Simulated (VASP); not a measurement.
# AlN: single point with r2SCAN

The system is AlN.

```
Al N
1.0
     3.12223    0.00000    0.00000
    -1.56111    2.70393    0.00000
     0.00000    0.00000    4.96447
Al N
2 2
Direct
  0.33333 0.66667 0.99853
  0.66667 0.33333 0.49853
  0.33333 0.66667 0.38147
  0.66667 0.33333 0.88147
```

This cell differs from its parent crystal: film at in-plane strain +0.005.

```yaml
Program: VASP 6.6.1
Task: single point
Functional: r2SCAN
Potentials_or_basis: VASP PAW PBE potentials, release 64 (Al, N)
Cutoff: 520 eV
k_mesh: 8 × 8 × 4
Occupations: gaussian, width 0.01 eV
Spin: no spin polarisation
```

```json
{
  "Pressure": "-2.0 GPa",
  "Largest force": "0.004 eV/Å",
  "Band gap on the k mesh": "4.81 eV, direct"
}
```

Forces on the atoms (eV/Å):
```
Al   0.000  0.000 -0.004
Al   0.000  0.000 -0.004
N    0.000  0.000  0.004
N    0.000  0.000  0.004
```

Stress tensor (GPa, compression positive):
```
-2.80  0.00  0.00
 0.00 -2.80  0.00
 0.00  0.00 -0.33
```

Levels at points of the mesh, in eV from the valence-band top:
```csv
k point,band 5,band 6,band 7,band 8,band 9,band 10,band 11,band 12
"(0.00, 0.00, 0.00)",-0.97,-0.29,-0.29,0.00,4.81,7.36,11.56,11.87
"(0.50, 0.00, 0.00)",-3.41,-2.21,-1.79,-0.75,6.45,6.45,8.93,11.17
"(0.00, 0.00, 0.50)",-0.64,-0.64,-0.64,-0.64,7.12,7.12,11.24,11.24
"(0.50, 0.00, 0.50)",-1.56,-1.56,-1.40,-1.40,5.95,5.95,10.06,10.06
```

Wall time 69 s on 1 thread of Intel(R) Xeon(R) Platinum 8488C (Sapphire Rapids) (shared host), peak memory 0.17 GiB.

Caveat: the cell differs from its parent crystal (film at in-plane strain +0.005); the PAW data sets were made with another functional, which shifts forces and pressure a little.
